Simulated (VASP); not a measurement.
# GaN (P6_3mc) in VASP: notebook, part 2 of 2

VASP 6.6.1. The steps go on from the part before.

### 3 Relaxation of cell and atoms, PBEsol

This run uses another cell than the first one, of 11.31 Å³/atom, 0.995 times its volume.

The input, INCAR:

```
PREC = Accurate ; ENCUT = 600
EDIFF = 1E-6 ; ISMEAR = -1
SIGMA = 0.1 ; LREAL = F
LASPH = T ; NELM = 60
ALGO = Normal ; ISIF = 3
LWAVE = F ; LCHARG = F
GGA = PS ; IBRION = 2
NSW = 100 ; EDIFFG = -0.002
```

The input, KPOINTS:

```
Automatic mesh
0
Gamma
  10 10 6
```

The input, POSCAR:

```
GaN
1.0
    3.1800000000      0.0000000000      0.0000000000
   -1.5900000000      2.7539607840      0.0000000000
    0.0000000000      0.0000000000      5.1660000000
Ga N
2 2
Direct
    0.3333333333      0.6666666667      0.0000000000
    0.6666666667      0.3333333333      0.5000000000
    0.3333333333      0.6666666667      0.3750000000
    0.6666666667      0.3333333333      0.8750000000
```

Potentials or basis: VASP PAW PBE potentials, release 64 (Ga_d, N).

On the command line:

```sh
cat potpaw_PBE.64/Ga_d/POTCAR potpaw_PBE.64/N/POTCAR > POTCAR
mpirun -np 1 vasp_std > vasp.out
```

OUTCAR:

```text
PREC = Accurate
   ENCUT = 600
   EDIFF = 1E-6
   ISMEAR = -1
   LREAL = F
   LASPH = T
   NELM = 60
   ISIF = 3
   GGA = PS
   IBRION = 2
   NSW = 100
   EDIFFG = -0.002

 ion  position               nearest neighbor table
   1  0.333  0.667  0.000-   3 1.94   4 1.95   4 1.95   4 1.95
   2  0.667  0.333  0.500-   4 1.94   3 1.95   3 1.95   3 1.95
   3  0.333  0.667  0.375-   1 1.94   2 1.95   2 1.95   2 1.95
   4  0.667  0.333  0.875-   2 1.94   1 1.95   1 1.95   1 1.95

  LATTYP: Found a hexagonal cell.
 ALAT       =     3.1800000000
 C/A-ratio  =     1.6245283019

  Lattice vectors:

 A1 = (   3.1800000000,   0.0000000000,   0.0000000000)
 A2 = (  -1.5900000000,   2.7539607840,   0.0000000000)
 A3 = (   0.0000000000,   0.0000000000,   5.1660000000)

Analysis of symmetry for initial positions (statically):
=====================================================================
 Subroutine PRICEL returns:
 Original cell was already a primitive cell.

 Routine SETGRP: Setting up the symmetry group for a
 hexagonal supercell.

 Subroutine GETGRP returns: Found 12 space group operations
 (whereof  6 operations were pure point group operations)
 out of a pool of 24 trial point group operations.

The static configuration has the point symmetry C_3v.
 The point group associated with its full space group is C_6v.

Analysis of symmetry for dynamics (positions and initial velocities):
=====================================================================
 Subroutine PRICEL returns:
 Original cell was already a primitive cell.

 Routine SETGRP: Setting up the symmetry group for a
 hexagonal supercell.

 Subroutine GETGRP returns: Found 12 space group operations
 (whereof  6 operations were pure point group operations)
[... 147 lines left out ...]

 number of electron      35.9999995 magnetization

 Free energy of the ion-electron system (eV)
  ---------------------------------------------------
  ext. energy  EPLUGINS =         0.00000000
  ---------------------------------------------------
  free energy    TOTEN  =       -26.26988731 eV

  energy without entropy =      -26.26988558  energy(sigma->0) =      -26.26988645

------------------------ aborting loop because EDIFF is reached ----------------------------------------

  FORCE on cell =-STRESS in cart. coord.  units (eV):
  Direction    XX          YY          ZZ          XY          YZ          ZX
  --------------------------------------------------------------------------------------
  -------------------------------------------------------------------------------------
  Total       -0.0133403     -0.0133403      0.5838211      0.0000000     -0.0000000      0.0000000
  in kB       -0.4724307     -0.4724307     20.6752644      0.0000000     -0.0000000      0.0000000
  external PRESSURE =       6.5768010 kB  Pullay stress =       0.0000000 kB
[... 95 lines left out ...]
  FREE ENERGIE OF THE ION-ELECTRON SYSTEM (eV)
  ---------------------------------------------------
  free  energy   TOTEN  =       -26.2718407760 eV

  energy  without entropy=      -26.2718388253  energy(sigma->0) =      -26.27183980

[... ionic steps 4 to 21 ...]

--------------------------------------- Ionic step       22  -------------------------------------------

 number of electron      35.9999995 magnetization

------------------------ aborting loop because EDIFF is reached ----------------------------------------
[... 71 lines left out ...]
--------------------------------------- Ionic step       24  -------------------------------------------

 number of electron      35.9999995 magnetization

 Free energy of the ion-electron system (eV)
  ---------------------------------------------------
  ext. energy  EPLUGINS =         0.00000000
  ---------------------------------------------------
  free energy    TOTEN  =       -26.27186463 eV

  energy without entropy =      -26.27186271  energy(sigma->0) =      -26.27186367

 E-fermi :   6.3368     XC(G=0): -11.9390

 val. band max:        5.2574065732   @ k =   0.0000   0.0000   0.0000
 cond. band min:       7.1642445180   @ k =   0.0000   0.0000   0.0000
 fundamental gap:      1.9068379448
 Fermi energy:         6.3367783220

 k-point     1 :       0.0000    0.0000    0.0000
  band No.  band energies     occupation
      1     -10.7775      2.00000
      2      -9.8020      2.00000
      3      -8.1500      2.00000
      4      -8.1342      2.00000
      5      -8.1342      2.00000
      6      -8.0710      2.00000
[... 589 lines left out ...]
     21      12.2116      0.00000
     22      13.3899      0.00000

 [... further k-points ...]

------------------------ aborting loop because EDIFF is reached ----------------------------------------

  FORCE on cell =-STRESS in cart. coord.  units (eV):
  Direction    XX          YY          ZZ          XY          YZ          ZX
  --------------------------------------------------------------------------------------
  -------------------------------------------------------------------------------------
  Total        0.0004524      0.0004524      0.0070684      0.0000000      0.0000000      0.0000000
  in kB        0.0159673      0.0159673      0.2494648      0.0000000      0.0000000      0.0000000
  external PRESSURE =       0.0937998 kB  Pullay stress =       0.0000000 kB
[... 19 lines left out ...]
  FREE ENERGIE OF THE ION-ELECTRON SYSTEM (eV)
  ---------------------------------------------------
  free  energy   TOTEN  =       -26.2718646295 eV

  energy  without entropy=      -26.2718627087  energy(sigma->0) =      -26.27186367

 reached required accuracy - stopping structural energy minimisation
```

Wall time 3.8 min (1 thread of Intel Xeon 6975P-C (Granite Rapids), shared host); peak memory 0.22 GiB.

Results:

* Free energy: -26.2719 eV
* Relaxed volume: 11.35 Å³/atom
* Relaxed cell: a = 3.180 Å, b = 3.180 Å, c = 5.182 Å, α = 90.00°, β = 90.00°, γ = 120.00°
* Space group after relaxing (to 0.05 Å): P6_3mc (No. 186)
* Energy gained by relaxing: 0.5 meV/atom
* Ionic steps: 24
* Pressure after relaxing: 0.0 GPa
* Band gap on the k mesh: 1.91 eV, direct

Step by step:
| step | energy change (eV) | largest force (eV/Å) | pressure (GPa) | volume (Å³) |
| --- | --- | --- | --- | --- |
| 1 | 0.0000 | 0.1310 | 0.66 | 45.24 |
| 2 | -0.0005 | 0.0880 | -0.51 | 45.55 |
| 3 | -0.0020 | 0.0103 | 0.08 | 45.40 |
| 4 | -0.0020 | 0.0051 | -0.08 | 45.41 |
| 5 | -0.0020 | 0.0059 | 0.14 | 45.37 |
| 6 | -0.0020 | 0.0065 | 0.01 | 45.39 |
| 7 | -0.0020 | 0.0042 | 0.14 | 45.38 |
| 8 | -0.0020 | 0.0073 | 0.06 | 45.38 |
| 9 | -0.0020 | 0.0078 | 0.02 | 45.38 |
| 10 | -0.0020 | 0.0004 | 0.01 | 45.39 |
| 11 | -0.0020 | 0.0028 | 0.03 | 45.39 |
| 12 | -0.0020 | 0.0058 | 0.00 | 45.39 |
| 13 | -0.0020 | 0.0018 | 0.05 | 45.39 |
| 14 | -0.0020 | 0.0041 | -0.23 | 45.42 |
| 15 | -0.0020 | 0.0027 | 0.23 | 45.40 |
| 16 | -0.0020 | 0.0037 | -0.15 | 45.41 |
| 17 | -0.0020 | 0.0016 | 0.05 | 45.40 |
| 18 | -0.0020 | 0.0040 | -0.03 | 45.40 |
| 19 | -0.0020 | 0.0030 | -0.03 | 45.40 |
| 20 | -0.0020 | 0.0026 | -0.02 | 45.40 |
| 21 | -0.0020 | 0.0004 | 0.04 | 45.39 |
| 22 | -0.0020 | 0.0019 | -0.10 | 45.40 |
| 23 | -0.0020 | 0.0002 | 0.06 | 45.40 |
| 24 | -0.0020 | 0.0017 | 0.01 | 45.40 |

Final structure:
```
CELL_PARAMETERS angstrom
3.18043 0.00000 0.00000
-1.59021 2.75433 0.00000
0.00000 0.00000 5.18230
ATOMIC_POSITIONS crystal
Ga 0.33333 0.66667 0.99919
Ga 0.66667 0.33333 0.49919
N 0.33333 0.66667 0.37581
N 0.66667 0.33333 0.87581
```

Levels at points of the mesh, in eV from the valence-band top:
| k point | band 15 | band 16 | band 17 | band 18 | band 19 | band 20 | band 21 | band 22 |
| --- | --- | --- | --- | --- | --- | --- | --- | --- |
| (0.00, 0.00, 0.00) | -1.05 | -0.04 | 0.00 | 0.00 | 1.91 | 4.22 | 9.13 | 9.83 |
| (0.50, 0.00, 0.00) | -4.28 | -2.79 | -2.26 | -1.02 | 4.95 | 5.53 | 5.95 | 8.59 |
| (0.00, 0.00, 0.50) | -0.54 | -0.54 | -0.54 | -0.54 | 4.23 | 4.23 | 8.39 | 8.39 |
| (0.50, 0.00, 0.50) | -1.98 | -1.98 | -1.93 | -1.93 | 4.31 | 4.31 | 7.72 | 7.72 |

Caveat: the PAW data sets were made with another functional, which shifts forces and pressure a little. Zero-point motion and thermal expansion aren't in these numbers.
